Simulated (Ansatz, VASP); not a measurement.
## Pd: VASP beside Ansatz

```xyz
1
Lattice="0.0000 1.9455 1.9455 1.9455 0.0000 1.9455 1.9455 1.9455 0.0000" Properties=species:S:1:pos:R:3 pbc="T T T"
Pd    0.0000    0.0000    0.0000
```

Alike in both runs: task single point; functional LDA; k mesh 23 × 23 × 23; occupations fermi-dirac, width 0.05 eV; collinear spin.

|  | VASP | Ansatz |
| --- | --- | --- |
| version | VASP 6.6.1 | Ansatz 0.2.0 |
| potentials or method | VASP PAW LDA potentials, release 64 (Pd), cutoff 520 eV | plane waves (420 eV) with PAW, scalar-relativistic |
| valence electrons in the cell | 10 | 18 |

Ansatz gave:

```
pressure (GPa)           : -8.2
net moment per atom (μB) : 0.00
```

Q: Estimate VASP's values.

A: Pressure (GPa): -8.0; net moment per atom (μB): 0.00.

Ansatz warns that its potentials were made for another functional, while VASP's fit it. LDA's correlation is that of Perdew and Zunger in VASP and of Perdew and Wang (1992) in Ansatz. VASP's potentials hold 10 valence electrons a cell and Ansatz's 18, so a difference there can come from the potentials and not from the codes. Ansatz's warnings: seeded moment not kept.
